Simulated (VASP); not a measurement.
TiAl2O4, 7 atoms in the cell. It takes space group P-6m2 (No. 187, hexagonal). The conventional cell has a = 3.698 Å, b = 3.698 Å, c = 8.245 Å, α = 90.00°, β = 90.00°, γ = 120.00°. Within 2.2 Å of Ti (site symmetry -6m2) lie 5 O at 1.59 to 2.14 Å. Al (site symmetry 3m) has 4 O at 2.11 to 2.20 Å within 2.8 Å. O (site symmetry -6m2) has 2 Al at 2.11 Å and 3 Ti at 2.14 Å and 6 O at 2.66 Å within 2.8 Å. Within 3.9 Å of O (site symmetry -6m2) lie 6 Al at 2.94 Å and 12 O at 3.31 to 3.70 Å. Within 2.1 Å of O (site symmetry 3m) lie 1 Ti at 1.59 Å. The cell was generated, and may not be a known phase.

```yaml
Program: VASP 6.6.1
Task: single point
Functional: PBE
Potentials_or_basis: VASP PAW PBE potentials, release 64 (Ti_sv, Al, O)
Cutoff: 520 eV
k_mesh: 6 × 6 × 2
Occupations: gaussian, width 0.1 eV
Spin: collinear spin
Starting_moments: "[1.0, 0.0, 0.0, 0.0, 0.0, 0.0, 0.0] μB"
Dipole_correction: no
Further_INCAR_settings: ALGO = Normal; EDIFF = 1e-06; NBANDS = 34
```

Potentials or basis: VASP PAW PBE potentials, release 64 (Ti_sv, Al, O).

Launch:

```bash
$ cat potpaw_PBE.64/Ti_sv/POTCAR potpaw_PBE.64/Al/POTCAR potpaw_PBE.64/O/POTCAR > POTCAR
$ mpirun -np 1 vasp_std > vasp.out
```

Hardware: 1 thread of Intel(R) Xeon(R) 6975P-C (Granite Rapids), on a shared host.

**Question.** Estimate the wall time of this run.

**Answer.** Wall time 51 s on 1 thread of Intel(R) Xeon(R) 6975P-C (Granite Rapids) (shared host), peak memory 0.28 GiB. Counts: scf iterations 20, k points 14.
